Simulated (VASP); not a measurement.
A run of VASP 6.6.1 is set up as follows.

POSCAR

```
AlN
1.0
    2.1621792345      2.1621792345      0.0000000000
   -2.1621792345      2.1621792345      0.0000000000
    0.0000000000      2.1621792345      2.1621792345
Al N
1 1
Direct
    0.0000000000      0.0000000000      0.0000000000
    0.2500000000      0.7500000000      0.5000000000
```

File INCAR.step1:

```
PREC     = Accurate       # precision mode
ENCUT    = 520            # plane-wave cutoff, eV
ISMEAR   = 0              # smearing method
SIGMA    = 0.01           # smearing width, eV
LREAL    = F              # projectors in reciprocal space
LASPH    = T              # aspherical terms in the spheres
NELM     = 100            # most SCF steps
NBANDS   = 11             # bands
GGA      = PE             # functional
ALGO     = Normal         # electronic algorithm
EDIFF    = 1E-4           # SCF threshold, eV
LWAVE    = T              # write WAVECAR
LCHARG   = F              # write CHGCAR
```

The input INCAR.step2:

```
PREC     = Accurate       # precision mode
ENCUT    = 520            # plane-wave cutoff, eV
EDIFF    = 1E-6           # SCF threshold, eV
ISMEAR   = 0              # smearing method
SIGMA    = 0.01           # smearing width, eV
LREAL    = F              # projectors in reciprocal space
LASPH    = T              # aspherical terms in the spheres
NELM     = 100            # most SCF steps
ALGO     = Normal         # electronic algorithm
ISIF     = 2              # what is computed and relaxed
LWAVE    = F              # write WAVECAR
LCHARG   = T              # write CHGCAR
METAGGA  = R2SCAN         # meta-GGA
LMIXTAU  = T            
LELF     = T              # ELF
LVHAR    = T            
NBANDS   = 11             # bands
ISTART   = 1
```

File KPOINTS:

```
regular mesh
0
Gamma
  10 10 10
```

Potentials or basis: VASP PAW PBE potentials, release 64 (Al, N).

Launch:

```console
$ cat potpaw_PBE.64/Al/POTCAR potpaw_PBE.64/N/POTCAR > POTCAR
$ cp INCAR.step1 INCAR
$ mpirun -np 1 vasp_std > vasp.out
$ cp INCAR.step2 INCAR
$ mpirun -np 1 vasp_std > vasp.out
```

**Question.** What does it give for the band gap on the k mesh?

**Answer.** 3.96 eV, indirect (least direct gap 5.18 eV).

**Question.** What does it give for the pressure?

**Answer.** 6.6 GPa.

Caveat: the PAW data sets were made with another functional, which shifts forces and pressure a little. r2SCAN opens gaps a little over a GGA but as a rule still falls short of measured ones.
